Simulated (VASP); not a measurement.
# SiW (zincblende type) (F-43m) in VASP: notebook

SiW (zincblende type) is run at these levels: PBE; tasks: single point.

Program: VASP 6.6.1. These are calculated values, not measurements. Logs are shortened: lines on timing, memory, paths and dates and some standing lists are left out, and cuts for length are marked.

### Step 1. The cell of the first run

The structure is cubic, space group F-43m (No. 216). Conventional cell: a = 4.115 Å, b = 4.115 Å, c = 4.115 Å, α = 90.00°, β = 90.00°, γ = 90.00°. W (site symmetry -43m) has 4 Si at 1.78 Å within 2.4 Å. Within 2.4 Å of Si (site symmetry -43m) lie 4 W at 1.78 Å.

### Step 2. Single point, PBE (volume scaled by 0.4)

INCAR reads:

```
SYSTEM = SiW
PREC = Accurate ; ENCUT = 520
EDIFF = 1E-6 ; ISMEAR = -1
SIGMA = 0.08 ; LREAL = .False.
LASPH = .True. ; NELM = 100
ALGO = Normal ; ISIF = 2
LWAVE = .False. ; LCHARG = .False.
GGA = PE ; NBANDS = 16
```

KPOINTS reads:

```
Automatic mesh
0
Gamma
  11 11 11
  0 0 0
```

POSCAR reads:

```
SiW
1.0
    0.0000000000      2.0572582348      2.0572582348
    2.0572582348      0.0000000000      2.0572582348
    2.0572582348      2.0572582348      0.0000000000
W Si
1 1
Direct
    0.0000000000      0.0000000000      0.0000000000
    0.2500000000      0.2500000000      0.2500000000
```

Potentials or basis: VASP PAW PBE potentials, release 64 (W_sv, Si).

The run is started by

```bash
$ cat potpaw_PBE.64/W_sv/POTCAR potpaw_PBE.64/Si/POTCAR > POTCAR
$ mpirun -np 1 vasp_std > vasp.out
```

OUTCAR:

```text
SYSTEM = SiW
   PREC = Accurate
   ENCUT = 520
   EDIFF = 1E-6
   ISMEAR = -1
   LREAL = .False.
   LASPH = .True.
   NELM = 100
   ISIF = 2
   GGA = PE

 ion  position               nearest neighbor table
   1  0.000  0.000  0.000-   2 1.78   2 1.78   2 1.78   2 1.78
   2  0.250  0.250  0.250-   1 1.78   1 1.78   1 1.78   1 1.78

  LATTYP: Found a face centered cubic cell.
 ALAT       =     4.1145164696

  Lattice vectors:

 A1 = (   0.0000000000,   2.0572582348,   2.0572582348)
 A2 = (   2.0572582348,   0.0000000000,   2.0572582348)
 A3 = (   2.0572582348,   2.0572582348,   0.0000000000)

Analysis of symmetry for initial positions (statically):
=====================================================================
 Subroutine PRICEL returns:
 Original cell was already a primitive cell.

 Routine SETGRP: Setting up the symmetry group for a
 face centered cubic supercell.

 Subroutine GETGRP returns: Found 24 space group operations
 (whereof 24 operations were pure point group operations)
 out of a pool of 48 trial point group operations.

The static configuration has the point symmetry T_d .

Analysis of symmetry for dynamics (positions and initial velocities):
=====================================================================
 Subroutine PRICEL returns:
 Original cell was already a primitive cell.

 Routine SETGRP: Setting up the symmetry group for a
 face centered cubic supercell.

 Subroutine GETGRP returns: Found 24 space group operations
 (whereof 24 operations were pure point group operations)
 out of a pool of 48 trial point group operations.

The dynamic configuration has the point symmetry T_d .

 Subroutine INISYM returns: Found 24 space group operations
 (whereof 24 operations are pure point group operations),
 and found     1 'primitive' translations

----------------------------------------------------------------------------------------

                                     Primitive cell

  volume of cell :      17.4139

  direct lattice vectors                    reciprocal lattice vectors
     0.000000000  2.057258235  2.057258235    -0.243041924  0.243041924  0.243041924
     2.057258235  0.000000000  2.057258235     0.243041924 -0.243041924  0.243041924
     2.057258235  2.057258235  0.000000000     0.243041924  0.243041924 -0.243041924

  length of vectors
     2.909402497  2.909402497  2.909402497     0.420960961  0.420960961  0.420960961

  position of ions in fractional coordinates (direct lattice)
     0.000000000  0.000000000  0.000000000
     0.250000000  0.250000000  0.250000000

  ion indices of the primitive-cell ions
   primitive index   ion index
                 1           1
                 2           2

----------------------------------------------------------------------------------------

 KPOINTS: Automatic mesh

Automatic generation of k-mesh.
 Grid dimensions read from file:
 generate k-points for:   11   11   11

 Generating k-lattice:

  Cartesian coordinates                     Fractional coordinates (reciprocal lattice)
    -0.022094720  0.022094720  0.022094720     0.090909091  0.000000000  0.000000000
     0.022094720 -0.022094720  0.022094720     0.000000000  0.090909091  0.000000000
     0.022094720  0.022094720 -0.022094720     0.000000000  0.000000000  0.090909091

  Length of vectors
     0.038269178  0.038269178  0.038269178

  Shift w.r.t. Gamma in fractional coordinates (k-lattice)
     0.000000000  0.000000000  0.000000000

 Subroutine IBZKPT returns following result:
 ===========================================

 Found     56 irreducible k-points:

 Following reciprocal coordinates:
            Coordinates               Weight
  0.000000  0.000000  0.000000      1.000000
  0.090909  0.000000  0.000000      8.000000
  0.181818  0.000000  0.000000      8.000000
  0.272727  0.000000  0.000000      8.000000
  0.363636  0.000000  0.000000      8.000000
  0.454545  0.000000  0.000000      8.000000
[... 16 lines left out ...]
 -0.272727  0.181818  0.000000     24.000000
 -0.181818  0.181818  0.000000     12.000000
 [... further k-points ...]
   k-points           NKPTS =     56   k-points in BZ     NKDIM =     56   number of bands    NBANDS=     16
   number of dos      NEDOS =    301   number of ions     NIONS =      2
   total plane-waves  NPLWV =  13824
   dimension x,y,z NGX =    24 NGY =   24 NGZ =   24
   dimension x,y,z NGXF=    48 NGYF=   48 NGZF=   48
   ions per type =               1   1
   NGX,Y,Z   is equivalent  to a cutoff of  13.71, 13.71, 13.71 a.u.
   NGXF,Y,Z  is equivalent  to a cutoff of  27.43, 27.43, 27.43 a.u.
 SYSTEM =  SiW
   PREC   = accura    normal or accurate (medium, high low for compatibility)
   ISTART =      0    job   : 0-new  1-cont  2-samecut
   ICHARG =      2    charge: 1-file 2-atom 10-const
   ISPIN  =      1    spin polarized calculation?
   LNONCOLLINEAR =      F non collinear calculations
   LSORBIT =      F    spin-orbit coupling
   LASPH  =      T    aspherical Exc in radial PAW
   ENCUT  =  520.0 eV  38.22 Ry    6.18 a.u.   5.41  5.41  5.41*2*pi/ulx,y,z
   NELM   =    100;   NELMIN=  2; NELMDL= -5     # of ELM steps
   EDIFF  = 0.1E-05   stopping-criterion for ELM
   LREAL  =      F    real-space projection
   EDIFFG = 0.1E-04   stopping-criterion for IOM
   NSW    =      0    number of steps for IOM
   IBRION =     -1    ionic relax: 0-MD 1-quasi-New 2-CG
   NFREE  =      0    steps in history (QN), initial steepest desc. (CG)
   ISIF   =      2    stress and relaxation
   ISYM   =      2    0-nonsym 1-usesym 2-fastsym
   POTIM  = 0.5000    time-step for ionic-motion
   TEBEG  =    0.0;   TEEND  =   0.0 temperature during run
   PSTRESS=    0.0 pullay stress
   NELECT =      18.0000    total number of electrons
   NUPDOWN=      -1.0000    fix difference up-down
   EMIN   =  10.00;   EMAX   =-10.00  energy-range for DOS
   EFERMI =   0.00;   METHOD = LEGACY
   ISMEAR =    -1;   SIGMA  =   0.08  broadening in eV -4-tet -1-fermi 0-gaus
   EFERMI_NEDOS =   21; number of points for ismear=-14 and -15
   IALGO  =     38    algorithm
   IMIX   =      4    mixing-type and parameters
     AMIX     =   0.40;   BMIX     =  1.00
     AMIX_MAG =   1.60;   BMIX_MAG =  1.00
  volume/ion in A,a.u.               =       8.71        58.76
  Fermi-wavevector in a.u.,A,eV,Ry     =   1.655262  3.127992 37.278517  2.739894
  Thomas-Fermi vector in A             =   2.743389
   LORBIT       =      0    0 simple, 1 ext, 2 COOP (PROOUT), +10 PAW based schemes
   GGA     = PE    functional components
   LHFCALC =     F    Hartree Fock is set to
   AEXX    =    0.0000 exact exchange contribution
   IVDW    =     0    specifies the selected vdW correction
   LEPSILON=     F    determine dielectric tensor
   LRPA    =     F    only Hartree local field effects (RPA)
 non-spin polarized calculation
  energy-cutoff  :      520.00
  volume of cell :       17.41
 maximum number of plane-waves:       495
 NGX is ok and might be reduce to    24
   NGX = 11   NGY = 11   NGZ = 11

 number of electron      17.9999998 magnetization

 Free energy of the ion-electron system (eV)
  ---------------------------------------------------
  ext. energy  EPLUGINS =         0.00000000
  ---------------------------------------------------
  free energy    TOTEN  =         6.16600620 eV

  energy without entropy =        6.18437487  energy(sigma->0) =        6.17519053

 E-fermi :  18.7388     XC(G=0): -15.1145

 val. band max:       18.7305370047   @ k =   0.4545   0.1818   0.0000
 cond. band min:      18.7796828608   @ k =   0.4545   0.3636   0.0000
 fundamental gap:      0.0491458561
 Fermi energy:        18.7387895833

 k-point     1 :       0.0000    0.0000    0.0000
  band No.  band energies     occupation
      1     -54.6002      2.00000
      2     -19.4217      2.00000
      3     -19.4217      2.00000
      4     -19.4217      2.00000
      5       4.3776      2.00000
      6      12.5689      2.00000
[... 8 lines left out ...]
     15      37.1515      0.00000
     16      44.3849      0.00000

 k-point     2 :       0.0909    0.0000    0.0000
  band No.  band energies     occupation
      1     -54.5913      2.00000
      2     -19.5319      2.00000
      3     -19.4341      2.00000
      4     -19.4341      2.00000
      5       4.7361      2.00000
      6      12.4482      2.00000
[... 8 lines left out ...]
     15      38.0991      0.00000
     16      41.3681      0.00000

 k-point     3 :       0.1818    0.0000    0.0000
  band No.  band energies     occupation
      1     -54.5669      2.00000
      2     -19.8182      2.00000
      3     -19.4670      2.00000
      4     -19.4670      2.00000
      5       5.6996      2.00000
      6      12.2188      2.00000
[... 8 lines left out ...]
     15      37.4410      0.00000
     16      38.3784      0.00000

 k-point     4 :       0.2727    0.0000    0.0000
  band No.  band energies     occupation
      1     -54.5350      2.00000
      2     -20.1753      2.00000
      3     -19.5097      2.00000
      4     -19.5097      2.00000
      5       6.9097      2.00000
      6      12.2248      2.00000
[... 8 lines left out ...]
     15      35.9138      0.00000
     16      35.9138      0.00000
[... 324 lines left out ...]
 k-point    22 :      -0.3636    0.1818    0.0000
  band No.  band energies     occupation
      1     -54.4773      2.00000
      2     -20.5074      2.00000
      3     -19.8584      2.00000
      4     -19.6025      2.00000
      5       9.3040      2.00000
      6      11.4886      2.00000
[... 8 lines left out ...]
     15      35.8176      0.00000
     16      37.2334      0.00000

 k-point    23 :      -0.2727    0.1818    0.0000
  band No.  band energies     occupation
      1     -54.4970      2.00000
      2     -20.3454      2.00000
      3     -19.8195      2.00000
      4     -19.5475      2.00000
      5       8.7115      2.00000
      6      11.8758      2.00000
[... 8 lines left out ...]
     15      34.6229      0.00000
     16      36.7808      0.00000

 k-point    24 :      -0.1818    0.1818    0.0000
  band No.  band energies     occupation
      1     -54.5241      2.00000
      2     -20.1424      2.00000
      3     -19.7089      2.00000
      4     -19.4967      2.00000
      5       7.5320      2.00000
      6      11.8179      2.00000
[... 8 lines left out ...]
     15      34.4071      0.00000
     16      37.5596      0.00000

 [... further k-points ...]

------------------------ aborting loop because EDIFF is reached ----------------------------------------

  FORCE on cell =-STRESS in cart. coord.  units (eV):
  Direction    XX          YY          ZZ          XY          YZ          ZX
  --------------------------------------------------------------------------------------
  -------------------------------------------------------------------------------------
  Total       58.9156338     58.9156338     58.9156338      0.0000000     -0.0000000      0.0000000
  in kB     5420.5669513   5420.5669513   5420.5669513      0.0000000     -0.0000000      0.0000000
  external PRESSURE =    5420.5669513 kB  Pullay stress =       0.0000000 kB

 VOLUME and BASIS-vectors are now :
 -----------------------------------------------------------------------------
  energy-cutoff  :      520.00
  volume of cell :       17.41
      direct lattice vectors                 reciprocal lattice vectors
     0.000000000  2.057258235  2.057258235    -0.243041924  0.243041924  0.243041924
     2.057258235  0.000000000  2.057258235     0.243041924 -0.243041924  0.243041924
     2.057258235  2.057258235  0.000000000     0.243041924  0.243041924 -0.243041924

 POSITION                                       TOTAL-FORCE (eV/Angst)
 -----------------------------------------------------------------------------------
      0.00000      0.00000      0.00000        -0.000000     -0.000000     -0.000000
      1.02863      1.02863      1.02863         0.000000      0.000000      0.000000
 -----------------------------------------------------------------------------------
    total drift:                               -0.000000     -0.000000     -0.000000

  FREE ENERGIE OF THE ION-ELECTRON SYSTEM (eV)
  ---------------------------------------------------
  free  energy   TOTEN  =         6.1660061992 eV

  energy  without entropy=        6.1843748676  energy(sigma->0) =        6.17519053
```

Wall time 7.7 s (1 thread of Intel Xeon 6975P-C (Granite Rapids), shared host); peak memory 0.15 GiB.

Results:

| Item | Value |
| --- | --- |
| Free energy | 6.1660 eV |
| Pressure | 542.1 GPa |
| Band gap on the k mesh | zero (band 9 reaches 19.73 eV, above the bottom of band 10 at 16.29 eV) |

Caveat: spin-orbit coupling is left out, which moves the levels of the heavy elements.

(Continued in part 2 of 2.)
